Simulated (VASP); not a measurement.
# Ca (Fm-3m) in VASP: single point with LDA

Aim: the single point of Ca with LDA.

Program: VASP 6.6.1. These are calculated values, not measurements. Logs are shortened: lines on timing, memory, paths and dates and some standing lists are left out, and cuts for length are marked.

## 1. The cell of the first run

Symmetry: Fm-3m, No. 225, cubic system. The conventional cell has a = 5.344 Å, b = 5.344 Å, c = 5.344 Å, α = 90.00°, β = 90.00°, γ = 90.00°. Ca (site symmetry m-3m) has 12 Ca at 3.78 Å within 5.0 Å.

## 2. Single point, LDA

INCAR

```
  ALGO = Normal
  EDIFF = 1E-7
  ENCUT = 520
  GGA = CA
  ISIF = 2
  ISMEAR = 1
  LASPH = True
  LCHARG = False
  LREAL = False
  LWAVE = False
  NBANDS = 28
  NELM = 100
  PREC = Accurate
  SIGMA = 0.05
```

KPOINTS

```
k-points
0
Gamma
  4 4 4
```

POSCAR

```
Ca
1.0
    5.3439958799      0.0000000000      0.0000000000
    0.0000000000      5.3439958799      0.0000000000
    0.0000000000      0.0000000000      5.3439958799
Ca
4
Direct
    0.0000000000      0.0000000000      0.0000000000
    0.0000000000      0.5000000000      0.5000000000
    0.5000000000      0.0000000000      0.5000000000
    0.5000000000      0.5000000000      0.0000000000
```

Potentials or basis: VASP PAW LDA potentials, release 64 (Ca_sv).

Launch:

```sh
cat potpaw_LDA.64/Ca_sv/POTCAR > POTCAR
mpirun -np 1 vasp_std > vasp.out
```

OUTCAR:

```text
EDIFF = 1E-7
   ENCUT = 520
   GGA = CA
   ISIF = 2
   ISMEAR = 1
   LASPH = True
   LREAL = False
   NELM = 100
   PREC = Accurate

 ion  position               nearest neighbor table
   1  0.000  0.000  0.000-
   2  0.000  0.500  0.500-
   3  0.500  0.000  0.500-
   4  0.500  0.500  0.000-

  LATTYP: Found a simple cubic cell.
 ALAT       =     5.3439958799

  Lattice vectors:

 A1 = (   5.3439958799,   0.0000000000,   0.0000000000)
 A2 = (   0.0000000000,   5.3439958799,   0.0000000000)
 A3 = (   0.0000000000,   0.0000000000,   5.3439958799)

Analysis of symmetry for initial positions (statically):
=====================================================================
 Subroutine PRICEL returns following result:

  LATTYP: Found a face centered cubic cell.
 ALAT       =     5.3439958799

  Lattice vectors:

 A1 = (   2.6719979399,  -2.6719979399,   0.0000000000)
 A2 = (   2.6719979399,   0.0000000000,   2.6719979399)
 A3 = (   0.0000000000,  -2.6719979399,   2.6719979400)

   4 primitive cells build up your supercell.

 Routine SETGRP: Setting up the symmetry group for a
 simple cubic supercell.

 Subroutine GETGRP returns: Found 48 space group operations
 (whereof 48 operations were pure point group operations)
 out of a pool of 48 trial point group operations.

The static configuration has the point symmetry O_h .

Analysis of symmetry for dynamics (positions and initial velocities):
=====================================================================
 Subroutine PRICEL returns following result:

  LATTYP: Found a face centered cubic cell.
 ALAT       =     5.3439958799

  Lattice vectors:

 A1 = (   2.6719979399,  -2.6719979399,   0.0000000000)
 A2 = (   2.6719979399,   0.0000000000,   2.6719979399)
 A3 = (   0.0000000000,  -2.6719979399,   2.6719979400)

   4 primitive cells build up your supercell.

 Routine SETGRP: Setting up the symmetry group for a
 simple cubic supercell.

 Subroutine GETGRP returns: Found 48 space group operations
 (whereof 48 operations were pure point group operations)
 out of a pool of 48 trial point group operations.

The dynamic configuration has the point symmetry O_h .

 Subroutine INISYM returns: Found 48 space group operations
 (whereof 48 operations are pure point group operations),
 and found     4 'primitive' translations

----------------------------------------------------------------------------------------

                                     Primitive cell

  volume of cell :      38.1538

  direct lattice vectors                    reciprocal lattice vectors
     2.671997940 -2.671997940  0.000000000     0.187125893 -0.187125893 -0.187125893
     2.671997940  0.000000000  2.671997940     0.187125893  0.187125893  0.187125893
     0.000000000 -2.671997940  2.671997940    -0.187125893 -0.187125893  0.187125893

  length of vectors
     3.778775725  3.778775725  3.778775725     0.324111554  0.324111554  0.324111554

  position of ions in fractional coordinates (direct lattice)
     0.000000000  0.000000000  0.000000000

  ion indices of the primitive-cell ions
   primitive index   ion index
                 1           1

----------------------------------------------------------------------------------------

 KPOINTS: k-points

Automatic generation of k-mesh.
 Grid dimensions read from file:
 generate k-points for:    4    4    4

 Generating k-lattice:

  Cartesian coordinates                     Fractional coordinates (reciprocal lattice)
     0.046781473  0.000000000  0.000000000     0.250000000  0.000000000  0.000000000
     0.000000000  0.046781473  0.000000000     0.000000000  0.250000000  0.000000000
     0.000000000  0.000000000  0.046781473     0.000000000  0.000000000  0.250000000

  Length of vectors
     0.046781473  0.046781473  0.046781473

  Shift w.r.t. Gamma in fractional coordinates (k-lattice)
     0.000000000  0.000000000  0.000000000

 Subroutine IBZKPT returns following result:
 ===========================================

 Found     10 irreducible k-points:

 Following reciprocal coordinates:
            Coordinates               Weight
  0.000000  0.000000  0.000000      1.000000
  0.250000  0.000000  0.000000      6.000000
  0.500000  0.000000  0.000000      3.000000
  0.250000  0.250000  0.000000     12.000000
  0.500000  0.250000  0.000000     12.000000
  0.500000  0.500000  0.000000      3.000000
  0.250000  0.250000  0.250000      8.000000
  0.500000  0.250000  0.250000     12.000000
  0.500000  0.500000  0.250000      6.000000
  0.500000  0.500000  0.500000      1.000000
   k-points           NKPTS =     10   k-points in BZ     NKDIM =     10   number of bands    NBANDS=     28
   number of dos      NEDOS =    301   number of ions     NIONS =      4
   total plane-waves  NPLWV =  64000
   dimension x,y,z NGX =    40 NGY =   40 NGZ =   40
   dimension x,y,z NGXF=    80 NGYF=   80 NGZF=   80
   ions per type =               4
   NGX,Y,Z   is equivalent  to a cutoff of  12.44, 12.44, 12.44 a.u.
   NGXF,Y,Z  is equivalent  to a cutoff of  24.89, 24.89, 24.89 a.u.
 SYSTEM =  unknown system
   PREC   = accura    normal or accurate (medium, high low for compatibility)
   ISTART =      0    job   : 0-new  1-cont  2-samecut
   ICHARG =      2    charge: 1-file 2-atom 10-const
   ISPIN  =      1    spin polarized calculation?
   LNONCOLLINEAR =      F non collinear calculations
   LSORBIT =      F    spin-orbit coupling
   LASPH  =      T    aspherical Exc in radial PAW
   ENCUT  =  520.0 eV  38.22 Ry    6.18 a.u.   9.94  9.94  9.94*2*pi/ulx,y,z
   NELM   =    100;   NELMIN=  2; NELMDL= -5     # of ELM steps
   EDIFF  = 0.1E-06   stopping-criterion for ELM
   LREAL  =      F    real-space projection
   EDIFFG = 0.1E-05   stopping-criterion for IOM
   NSW    =      0    number of steps for IOM
   IBRION =     -1    ionic relax: 0-MD 1-quasi-New 2-CG
   NFREE  =      0    steps in history (QN), initial steepest desc. (CG)
   ISIF   =      2    stress and relaxation
   ISYM   =      2    0-nonsym 1-usesym 2-fastsym
   POTIM  = 0.5000    time-step for ionic-motion
   TEBEG  =    0.0;   TEEND  =   0.0 temperature during run
   PSTRESS=    0.0 pullay stress
   NELECT =      40.0000    total number of electrons
   NUPDOWN=      -1.0000    fix difference up-down
   EMIN   =  10.00;   EMAX   =-10.00  energy-range for DOS
   EFERMI =   0.00;   METHOD = LEGACY
   ISMEAR =     1;   SIGMA  =   0.05  broadening in eV -4-tet -1-fermi 0-gaus
   EFERMI_NEDOS =   21; number of points for ismear=-14 and -15
   IALGO  =     38    algorithm
   IMIX   =      4    mixing-type and parameters
     AMIX     =   0.40;   BMIX     =  1.00
     AMIX_MAG =   1.60;   BMIX_MAG =  1.00
  volume/ion in A,a.u.               =      38.15       257.47
  Fermi-wavevector in a.u.,A,eV,Ry     =   1.047680  1.979828 14.934213  1.097634
  Thomas-Fermi vector in A             =   2.182570
   LORBIT       =      0    0 simple, 1 ext, 2 COOP (PROOUT), +10 PAW based schemes
   GGA     = CA    functional components
   LHFCALC =     F    Hartree Fock is set to
   AEXX    =    0.0000 exact exchange contribution
   IVDW    =     0    specifies the selected vdW correction
   LEPSILON=     F    determine dielectric tensor
   LRPA    =     F    only Hartree local field effects (RPA)
 non-spin polarized calculation
 Methfessel and Paxton  Order N= 1 SIGMA  =   0.05
  energy-cutoff  :      520.00
  volume of cell :      152.62
 maximum number of plane-waves:      4130
 NGX is ok and might be reduce to    40
   NGX = 19   NGY = 19   NGZ = 19

 number of electron      39.9999982 magnetization

 Free energy of the ion-electron system (eV)
  ---------------------------------------------------
  ext. energy  EPLUGINS =         0.00000000
  ---------------------------------------------------
  free energy    TOTEN  =        -8.82970278 eV

  energy without entropy =       -8.82268008  energy(sigma->0) =       -8.82736188

 E-fermi :   2.1667     XC(G=0):  -8.2947

 val. band max:        2.1497936357   @ k =   0.2500   0.2500   0.0000
 cond. band min:       2.1770658463   @ k =   0.5000   0.2500   0.2500
 fundamental gap:      0.0272722106
 Fermi energy:         2.1667371311

 k-point     1 :       0.0000    0.0000    0.0000
  band No.  band energies     occupation
      1     -39.1280      2.00000
      2     -39.0970      2.00000
      3     -39.0970      2.00000
      4     -39.0970      2.00000
      5     -20.5153      2.00000
      6     -20.5153      2.00000
[... 20 lines left out ...]
     27       4.5451      0.00000
     28       4.5451      0.00000

 k-point     2 :       0.2500    0.0000    0.0000
  band No.  band energies     occupation
      1     -39.1235      2.00000
      2     -39.1015      2.00000
      3     -39.0970      2.00000
      4     -39.0970      2.00000
      5     -20.4978      2.00000
      6     -20.4978      2.00000
[... 20 lines left out ...]
     27       4.1693      0.00000
     28       4.7104      0.00000

 k-point     3 :       0.5000    0.0000    0.0000
  band No.  band energies     occupation
      1     -39.1125      2.00000
      2     -39.1125      2.00000
      3     -39.0970      2.00000
      4     -39.0970      2.00000
      5     -20.4554      2.00000
      6     -20.4554      2.00000
[... 20 lines left out ...]
     27       4.4484      0.00000
     28       4.4484      0.00000

 k-point     4 :       0.2500    0.2500    0.0000
  band No.  band energies     occupation
      1     -39.1196      2.00000
      2     -39.1009      2.00000
      3     -39.1009      2.00000
      4     -39.0976      2.00000
      5     -20.4843      2.00000
      6     -20.4843      2.00000
[... 144 lines left out ...]
     27       4.2948      0.00000
     28       4.2948      0.00000

 k-point     9 :       0.5000    0.5000    0.2500
  band No.  band energies     occupation
      1     -39.1047      2.00000
      2     -39.1047      2.00000
      3     -39.1047      2.00000
      4     -39.1047      2.00000
      5     -20.5053      2.00000
      6     -20.5053      2.00000
[... 20 lines left out ...]
     27       4.1423      0.00000
     28       4.1423      0.00000

 k-point    10 :       0.5000    0.5000    0.5000
  band No.  band energies     occupation
      1     -39.1047      2.00000
      2     -39.1047      2.00000
      3     -39.1047      2.00000
      4     -39.1047      2.00000
      5     -20.5280      2.00000
      6     -20.5280      2.00000
[... 20 lines left out ...]
     27       4.4232      0.00000
     28       4.4232      0.00000

------------------------ aborting loop because EDIFF is reached ----------------------------------------

  FORCE on cell =-STRESS in cart. coord.  units (eV):
  Direction    XX          YY          ZZ          XY          YZ          ZX
  --------------------------------------------------------------------------------------
  -------------------------------------------------------------------------------------
  Total       -0.0639096     -0.0639096     -0.0639096     -0.0000000      0.0000000     -0.0000000
  in kB       -0.6709317     -0.6709317     -0.6709317     -0.0000000      0.0000000     -0.0000000
  external PRESSURE =      -0.6709317 kB  Pullay stress =       0.0000000 kB

 VOLUME and BASIS-vectors are now :
 -----------------------------------------------------------------------------
  energy-cutoff  :      520.00
  volume of cell :      152.62
      direct lattice vectors                 reciprocal lattice vectors
     5.343995880  0.000000000  0.000000000     0.187125893  0.000000000  0.000000000
     0.000000000  5.343995880  0.000000000     0.000000000  0.187125893  0.000000000
     0.000000000  0.000000000  5.343995880     0.000000000  0.000000000  0.187125893

 POSITION                                       TOTAL-FORCE (eV/Angst)
 -----------------------------------------------------------------------------------
      0.00000      0.00000      0.00000        -0.000000      0.000000      0.000000
      0.00000      2.67200      2.67200         0.000000     -0.000000      0.000000
      2.67200      0.00000      2.67200         0.000000     -0.000000     -0.000000
      2.67200      2.67200      0.00000        -0.000000      0.000000      0.000000
 -----------------------------------------------------------------------------------
    total drift:                               -0.000000     -0.000000     -0.000000

  FREE ENERGIE OF THE ION-ELECTRON SYSTEM (eV)
  ---------------------------------------------------
  free  energy   TOTEN  =        -8.8297027826 eV

  energy  without entropy=       -8.8226800834  energy(sigma->0) =       -8.82736188
```

It took 27 s on 1 thread of Intel Xeon Platinum 8375C at 2.90GHz (Ice Lake), shared host; peak memory 0.2 GiB.

Results:

```
Free energy            : -8.8297 eV
Pressure               : -0.1 GPa
Band gap on the k mesh : zero (band 20 reaches 2.31 eV, above the bottom of band 21 at 2.18 eV)
```
